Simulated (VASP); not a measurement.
# KBr (Fm-3m) in VASP: further runs

The runs below take KBr through single point, with PBEsol.

Program: VASP 6.6.1. These are calculated values, not measurements. Logs are shortened: lines on timing, memory, paths and dates and some standing lists are left out, and cuts for length are marked.

## (1) The cell of the first run

It takes space group Fm-3m (No. 225, cubic). The conventional cell has a = 6.550 Å, b = 6.550 Å, c = 6.550 Å, α = 90.00°, β = 90.00°, γ = 90.00°. K (site symmetry m-3m) has 6 Br at 3.27 Å within 4.3 Å. Br (site symmetry m-3m) has 6 K at 3.27 Å within 4.3 Å.

## (2) Single point, PBEsol

The input, INCAR:

```
SYSTEM = KBr
PREC = Accurate
ENCUT = 520
EDIFF = 1E-7
ISMEAR = 0
SIGMA = 0.02
LREAL = .FALSE.
LASPH = .TRUE.
NELM = 100
ALGO = Normal
ISIF = 2
LWAVE = .FALSE.
LCHARG = .FALSE.
GGA = PS
NBANDS = 15
```

The input, KPOINTS:

```
regular mesh
0
G
  6 6 6
  0 0 0
```

The input, POSCAR:

```
KBr
1.0
    0.0000000000      3.2748785852      3.2748785852
    3.2748785852      0.0000000000      3.2748785852
    3.2748785852      3.2748785852      0.0000000000
K Br
1 1
Direct
    0.0000000000      0.0000000000      0.0000000000
    0.5000000000      0.5000000000      0.5000000000
```

Potentials or basis: VASP PAW PBE potentials, release 64 (K_sv, Br).

Started as:

```bash
$ cat potpaw_PBE.64/K_sv/POTCAR potpaw_PBE.64/Br/POTCAR > POTCAR
$ mpirun -np 1 vasp_std > vasp.out
```

OUTCAR:

```text
SYSTEM = KBr
   PREC = Accurate
   ENCUT = 520
   EDIFF = 1E-7
   ISMEAR = 0
   LREAL = .FALSE.
   LASPH = .TRUE.
   NELM = 100
   ISIF = 2
   GGA = PS

 ion  position               nearest neighbor table
   1  0.000  0.000  0.000-   2 3.27   2 3.27   2 3.27   2 3.27   2 3.27   2 3.27
   2  0.500  0.500  0.500-   1 3.27   1 3.27   1 3.27   1 3.27   1 3.27   1 3.27

  LATTYP: Found a face centered cubic cell.
 ALAT       =     6.5497571704

  Lattice vectors:

 A1 = (   0.0000000000,   3.2748785852,   3.2748785852)
 A2 = (   3.2748785852,   0.0000000000,   3.2748785852)
 A3 = (   3.2748785852,   3.2748785852,   0.0000000000)

Analysis of symmetry for initial positions (statically):
=====================================================================
 Subroutine PRICEL returns:
 Original cell was already a primitive cell.

 Routine SETGRP: Setting up the symmetry group for a
 face centered cubic supercell.

 Subroutine GETGRP returns: Found 48 space group operations
 (whereof 48 operations were pure point group operations)
 out of a pool of 48 trial point group operations.

The static configuration has the point symmetry O_h .

Analysis of symmetry for dynamics (positions and initial velocities):
=====================================================================
 Subroutine PRICEL returns:
 Original cell was already a primitive cell.

 Routine SETGRP: Setting up the symmetry group for a
 face centered cubic supercell.

 Subroutine GETGRP returns: Found 48 space group operations
 (whereof 48 operations were pure point group operations)
 out of a pool of 48 trial point group operations.

The dynamic configuration has the point symmetry O_h .

 Subroutine INISYM returns: Found 48 space group operations
 (whereof 48 operations are pure point group operations),
 and found     1 'primitive' translations

----------------------------------------------------------------------------------------

                                     Primitive cell

  volume of cell :      70.2450

  direct lattice vectors                    reciprocal lattice vectors
     0.000000000  3.274878585  3.274878585    -0.152677416  0.152677416  0.152677416
     3.274878585  0.000000000  3.274878585     0.152677416 -0.152677416  0.152677416
     3.274878585  3.274878585  0.000000000     0.152677416  0.152677416 -0.152677416

  length of vectors
     4.631377710  4.631377710  4.631377710     0.264445042  0.264445042  0.264445042

  position of ions in fractional coordinates (direct lattice)
     0.000000000  0.000000000  0.000000000
     0.500000000  0.500000000  0.500000000

  ion indices of the primitive-cell ions
   primitive index   ion index
                 1           1
                 2           2
[... 77 lines left out ...]
   EFERMI =   0.00;   METHOD = LEGACY
   ISMEAR =     0;   SIGMA  =   0.02  broadening in eV -4-tet -1-fermi 0-gaus
   EFERMI_NEDOS =   21; number of points for ismear=-14 and -15
   IALGO  =     38    algorithm
   IMIX   =      4    mixing-type and parameters
     AMIX     =   0.40;   BMIX     =  1.00
     AMIX_MAG =   1.60;   BMIX_MAG =  1.00
  volume/ion in A,a.u.               =      35.12       237.02
  Fermi-wavevector in a.u.,A,eV,Ry     =   0.999792  1.889333 13.600164  0.999584
  Thomas-Fermi vector in A             =   2.132106
   LORBIT       =      0    0 simple, 1 ext, 2 COOP (PROOUT), +10 PAW based schemes
   GGA     = PS    functional components
   LHFCALC =     F    Hartree Fock is set to
   AEXX    =    0.0000 exact exchange contribution
   IVDW    =     0    specifies the selected vdW correction
   LEPSILON=     F    determine dielectric tensor
   LRPA    =     F    only Hartree local field effects (RPA)
 non-spin polarized calculation
 Gauss-broadening in eV      SIGMA  =   0.02
  energy-cutoff  :      520.00
  volume of cell :       70.25
 maximum number of plane-waves:      1917
 NGX is ok and might be reduce to    36
   NGX = 17   NGY = 17   NGZ = 17

 number of electron      16.0000000 magnetization

 Free energy of the ion-electron system (eV)
  ---------------------------------------------------
  ext. energy  EPLUGINS =         0.00000000
  ---------------------------------------------------
  free energy    TOTEN  =        -6.45987510 eV

  energy without entropy =       -6.45987510  energy(sigma->0) =       -6.45987510

 E-fermi :  -1.6109     XC(G=0):  -7.6422

 val. band max:       -1.7353502655   @ k =   0.0000   0.0000   0.0000
 cond. band min:       2.5997836499   @ k =   0.0000   0.0000   0.0000
 fundamental gap:      4.3351339154
 Fermi energy:        -1.6109372275

 k-point     1 :       0.0000    0.0000    0.0000
  band No.  band energies     occupation
      1     -29.2995      2.00000
      2     -14.0708      2.00000
      3     -12.8443      2.00000
      4     -12.8443      2.00000
      5     -12.8443      2.00000
      6      -1.7354      2.00000
      7      -1.7354      2.00000
      8      -1.7354      2.00000
      9       2.5998      0.00000
     10       5.7936      0.00000
     11       5.7936      0.00000
     12       5.7936      0.00000
     13       6.6477      0.00000
     14       6.6477      0.00000
[... 257 lines left out ...]
      2     -14.0367      2.00000
      3     -12.9326      2.00000
      4     -12.9011      2.00000
      5     -12.7834      2.00000
      6      -2.4827      2.00000
      7      -2.2436      2.00000
      8      -2.2094      2.00000
      9       4.7394      0.00000
     10       6.1786      0.00000
     11       6.4991      0.00000
     12       7.5219      0.00000
     13       8.2851      0.00000
     14       9.1351      0.00000
     15       9.6385      0.00000

------------------------ aborting loop because EDIFF is reached ----------------------------------------

  FORCE on cell =-STRESS in cart. coord.  units (eV):
  Direction    XX          YY          ZZ          XY          YZ          ZX
  --------------------------------------------------------------------------------------
  -------------------------------------------------------------------------------------
  Total        0.0259937      0.0259937      0.0259937     -0.0000000     -0.0000000      0.0000000
  in kB        0.5928741      0.5928741      0.5928741     -0.0000000     -0.0000000      0.0000000
  external PRESSURE =       0.5928741 kB  Pullay stress =       0.0000000 kB

 VOLUME and BASIS-vectors are now :
 -----------------------------------------------------------------------------
  energy-cutoff  :      520.00
  volume of cell :       70.25
      direct lattice vectors                 reciprocal lattice vectors
     0.000000000  3.274878585  3.274878585    -0.152677416  0.152677416  0.152677416
     3.274878585  0.000000000  3.274878585     0.152677416 -0.152677416  0.152677416
     3.274878585  3.274878585  0.000000000     0.152677416  0.152677416 -0.152677416

 POSITION                                       TOTAL-FORCE (eV/Angst)
 -----------------------------------------------------------------------------------
      0.00000      0.00000      0.00000         0.000000      0.000000     -0.000000
      3.27488      3.27488      3.27488        -0.000000     -0.000000      0.000000
 -----------------------------------------------------------------------------------
    total drift:                                0.000000      0.000000      0.000000

  FREE ENERGIE OF THE ION-ELECTRON SYSTEM (eV)
  ---------------------------------------------------
  free  energy   TOTEN  =        -6.4598750978 eV

  energy  without entropy=       -6.4598750978  energy(sigma->0) =       -6.45987510
```

OSZICAR:

```text
N       E                     dE             d eps       ncg     rms          rms(c)
DAV:   1     0.982775539211E+02    0.98278E+02   -0.67975E+03   480   0.938E+02
DAV:   2    -0.800340135004E+00   -0.99078E+02   -0.91484E+02   635   0.231E+02
DAV:   3    -0.642725397938E+01   -0.56269E+01   -0.55999E+01   648   0.484E+01
DAV:   4    -0.661993621089E+01   -0.19268E+00   -0.19262E+00   709   0.806E+00
DAV:   5    -0.662133682391E+01   -0.14006E-02   -0.14006E-02   655   0.776E-01    0.317E+00
DAV:   6    -0.646449041365E+01    0.15685E+00   -0.19387E-01   578   0.224E+00    0.236E+00
DAV:   7    -0.645223550786E+01    0.12255E-01   -0.91476E-02   627   0.166E+00    0.111E+00
DAV:   8    -0.645914000700E+01   -0.69045E-02   -0.10683E-02   583   0.757E-01    0.135E-01
DAV:   9    -0.645953170751E+01   -0.39170E-03   -0.39858E-04   634   0.120E-01    0.741E-02
DAV:  10    -0.645986876183E+01   -0.33705E-03   -0.37326E-04   515   0.107E-01    0.198E-02
DAV:  11    -0.645987275475E+01   -0.39929E-05   -0.14945E-05   668   0.206E-02    0.538E-03
DAV:  12    -0.645987507790E+01   -0.23232E-05   -0.32067E-06   529   0.118E-02    0.638E-03
DAV:  13    -0.645987509776E+01   -0.19859E-07   -0.47674E-07   648   0.361E-03
   1 F= -.64598751E+01 E0= -.64598751E+01  d E =-.245139E-20
```

stdout:

```text
POSCAR found type information on POSCAR K Br
 POSCAR found :  2 types and       2 ions
 scaLAPACK will be used
 -----------------------------------------------------------------------------
|                                                                             |
|                                                                             |
|     You enforced a specific xc type in the INCAR file but a different       |
|     I HOPE YOU KNOW WHAT YOU ARE DOING!                                     |
|                                                                             |
 -----------------------------------------------------------------------------

 LDA part: xc-table for (Slater+PW92), standard interpolation
 POSCAR, INCAR and KPOINTS ok, starting setup
 FFT: planning ... GRIDC
 FFT: planning ... GRID_SOFT
 FFT: planning ... GRID
 WAVECAR not read
 entering main loop
```

It took 16 s on 1 thread of Intel Xeon Platinum 8259CL at 2.50GHz (Skylake/Cascade Lake), shared host; peak memory 0.2 GiB.

Results:

| Item | Value |
| --- | --- |
| Free energy | -6.4599 eV |
| Pressure | 0.1 GPa |
| Band gap on the k mesh | 4.34 eV, direct |

Caveat: the PAW data sets were made with another functional, which shifts forces and pressure a little.

## (3) Single point, PBEsol

The input, INCAR:

```
ALGO     = Normal         # electronic algorithm
EDIFF    = 1E-7           # SCF threshold, eV
ENCUT    = 520            # plane-wave cutoff, eV
GGA      = PS             # functional
ISIF     = 2              # what is computed and relaxed
ISMEAR   = 0              # smearing method
LASPH    = True           # aspherical terms in the spheres
LCHARG   = False          # write CHGCAR
LREAL    = False          # projectors in reciprocal space
LWAVE    = False          # write WAVECAR
NBANDS   = 15             # bands
NELM     = 100            # most SCF steps
PREC     = Accurate       # precision mode
SIGMA    = 0.05           # smearing width, eV
```

The input, KPOINTS:

```
k-points
0
Gamma
  6 6 6
```

POSCAR is that of step 2.

Potentials or basis: VASP PAW PBE potentials, release 64 (K_sv, Br).

Started as:

```bash
$ cat potpaw_PBE.64/K_sv/POTCAR potpaw_PBE.64/Br/POTCAR > POTCAR
$ mpirun -np 1 vasp_std > vasp.out
```

Run time: 19 s. Hardware: 1 thread of Intel Xeon Platinum 8259CL at 2.50GHz (Skylake/Cascade Lake), shared host; peak memory 0.2 GiB.

It converged, with:

- Free energy: -6.4599 eV
- Pressure: 0.1 GPa
- Band gap on the k mesh: 4.34 eV, direct

Levels at points of the mesh, in eV from the valence-band top:
| k point | band 5 | band 6 | band 7 | band 8 | band 9 | band 10 | band 11 | band 12 |
| --- | --- | --- | --- | --- | --- | --- | --- | --- |
| (0.00, 0.00, 0.00) | -11.11 | 0.00 | 0.00 | 0.00 | 4.34 | 7.53 | 7.53 | 7.53 |
| (0.50, 0.00, 0.00) | -10.86 | -1.26 | -0.36 | -0.36 | 6.48 | 8.21 | 9.78 | 9.78 |
| (0.50, 0.50, 0.00) | -11.15 | -0.86 | -0.30 | -0.30 | 5.71 | 7.17 | 9.37 | 9.47 |

Caveat: the PAW data sets were made with another functional, which shifts forces and pressure a little. As with any semilocal functional, this PBEsol gap is likely too small.

## (4) Single point, PBEsol

INCAR: that of step 3 with these lines changed.

```diff
@@ -1,3 +1,3 @@
 ALGO     = Normal         # electronic algorithm
-EDIFF    = 1E-7           # SCF threshold, eV
+EDIFF    = 1E-6           # SCF threshold, eV
 ENCUT    = 520            # plane-wave cutoff, eV
@@ -11,3 +11,3 @@
 NBANDS   = 15             # bands
-NELM     = 100            # most SCF steps
+NELM     = 80             # most SCF steps
 PREC     = Accurate       # precision mode
```

The input, KPOINTS:

```
k-points
0
Gamma
  8 8 8
```

POSCAR is that of step 3.

Potentials or basis: VASP PAW PBE potentials, release 64 (K_sv, Br).

Started as:

```bash
$ cat potpaw_PBE.64/K_sv/POTCAR potpaw_PBE.64/Br/POTCAR > POTCAR
$ mpirun -np 1 vasp_std > vasp.out
```

OUTCAR:

```text
EDIFF = 1E-6
   ENCUT = 520
   GGA = PS
   ISIF = 2
   ISMEAR = 0
   LASPH = True
   LREAL = False
   NELM = 80
   PREC = Accurate

 ion  position               nearest neighbor table
   1  0.000  0.000  0.000-   2 3.27   2 3.27   2 3.27   2 3.27   2 3.27   2 3.27
   2  0.500  0.500  0.500-   1 3.27   1 3.27   1 3.27   1 3.27   1 3.27   1 3.27

  LATTYP: Found a face centered cubic cell.
 ALAT       =     6.5497571704

  Lattice vectors:

 A1 = (   0.0000000000,   3.2748785852,   3.2748785852)
[... 619 lines left out ...]
------------------------ aborting loop because EDIFF is reached ----------------------------------------

  FORCE on cell =-STRESS in cart. coord.  units (eV):
  Direction    XX          YY          ZZ          XY          YZ          ZX
  --------------------------------------------------------------------------------------
  -------------------------------------------------------------------------------------
  Total        0.0260794      0.0260794      0.0260794      0.0000000      0.0000000     -0.0000000
  in kB        0.5948294      0.5948294      0.5948294      0.0000000      0.0000000     -0.0000000
  external PRESSURE =       0.5948294 kB  Pullay stress =       0.0000000 kB

 VOLUME and BASIS-vectors are now :
 -----------------------------------------------------------------------------
  energy-cutoff  :      520.00
  volume of cell :       70.25
      direct lattice vectors                 reciprocal lattice vectors
     0.000000000  3.274878585  3.274878585    -0.152677416  0.152677416  0.152677416
     3.274878585  0.000000000  3.274878585     0.152677416 -0.152677416  0.152677416
     3.274878585  3.274878585  0.000000000     0.152677416  0.152677416 -0.152677416

 POSITION                                       TOTAL-FORCE (eV/Angst)
 -----------------------------------------------------------------------------------
      0.00000      0.00000      0.00000         0.000000     -0.000000      0.000000
      3.27488      3.27488      3.27488        -0.000000      0.000000     -0.000000
 -----------------------------------------------------------------------------------
    total drift:                                0.000000      0.000000      0.000000

  FREE ENERGIE OF THE ION-ELECTRON SYSTEM (eV)
  ---------------------------------------------------
  free  energy   TOTEN  =        -6.4598683866 eV

  energy  without entropy=       -6.4598683866  energy(sigma->0) =       -6.45986839
```

OSZICAR:

```text
N       E                     dE             d eps       ncg     rms          rms(c)
DAV:   1     0.937493480558E+02    0.93749E+02   -0.68475E+03   870   0.936E+02
DAV:   2    -0.625321190381E+00   -0.94375E+02   -0.87408E+02  1145   0.225E+02
DAV:   3    -0.636386761046E+01   -0.57385E+01   -0.57080E+01  1185   0.482E+01
DAV:   4    -0.661959726488E+01   -0.25573E+00   -0.25567E+00  1311   0.852E+00
DAV:   5    -0.662132309184E+01   -0.17258E-02   -0.17258E-02  1213   0.806E-01    0.317E+00
DAV:   6    -0.646458289530E+01    0.15674E+00   -0.19307E-01  1101   0.225E+00    0.236E+00
DAV:   7    -0.645226756131E+01    0.12315E-01   -0.88199E-02  1157   0.165E+00    0.112E+00
DAV:   8    -0.645914611245E+01   -0.68786E-02   -0.10258E-02  1038   0.751E-01    0.144E-01
DAV:   9    -0.645950811202E+01   -0.36200E-03   -0.38474E-04  1199   0.117E-01    0.766E-02
DAV:  10    -0.645986157634E+01   -0.35346E-03   -0.39215E-04   919   0.108E-01    0.223E-02
DAV:  11    -0.645986606926E+01   -0.44929E-05   -0.15587E-05  1319   0.211E-02    0.526E-03
DAV:  12    -0.645986834363E+01   -0.22744E-05   -0.27864E-06   925   0.110E-02    0.711E-03
DAV:  13    -0.645986838661E+01   -0.42982E-07   -0.40892E-07   890   0.337E-03
   1 F= -.64598684E+01 E0= -.64598684E+01  d E =-.317765E-19
```

stdout:

```text
POSCAR found type information on POSCAR K Br
 POSCAR found :  2 types and       2 ions
 scaLAPACK will be used
 -----------------------------------------------------------------------------
|                                                                             |
|                                                                             |
|     You enforced a specific xc type in the INCAR file but a different       |
|     I HOPE YOU KNOW WHAT YOU ARE DOING!                                     |
|                                                                             |
 -----------------------------------------------------------------------------

 LDA part: xc-table for (Slater+PW92), standard interpolation
 POSCAR, INCAR and KPOINTS ok, starting setup
 FFT: planning ... GRIDC
 FFT: planning ... GRID_SOFT
 FFT: planning ... GRID
 WAVECAR not read
 entering main loop
```

It took 25 s on 1 thread of Intel Xeon Platinum 8259CL at 2.50GHz (Skylake/Cascade Lake), shared host; peak memory 0.21 GiB.

What came out:

```
Free energy            : -6.4599 eV
Pressure               : 0.1 GPa
Band gap on the k mesh : 4.34 eV, direct
```

Caveat: the PAW data sets were made with another functional, which shifts forces and pressure a little. A k mesh can miss the band edges.

## (5) Overview

```tsv
k mesh	smearing	gap on the mesh (eV)	pressure (GPa)
6 × 6 × 6	gaussian 0.02 eV	4.34	0.1
6 × 6 × 6	gaussian 0.05 eV	4.34	0.1
8 × 8 × 8	gaussian 0.05 eV	4.34	0.1
```

Alike in all rows: task single point; level PBEsol; potentials or basis VASP PAW PBE potentials, release 64 (K_sv, Br); no spin polarisation; cell as given; cutoff (eV) 520.

On the cell as given the gap runs from 4.34 eV (PBEsol) to 4.34 eV (PBEsol); the meshes differ, which moves gaps too.

Caveats: the PAW data sets were made with another functional, which shifts forces and pressure a little.

Total energies depend on the potentials used, so only differences within one code and one set of settings carry meaning.
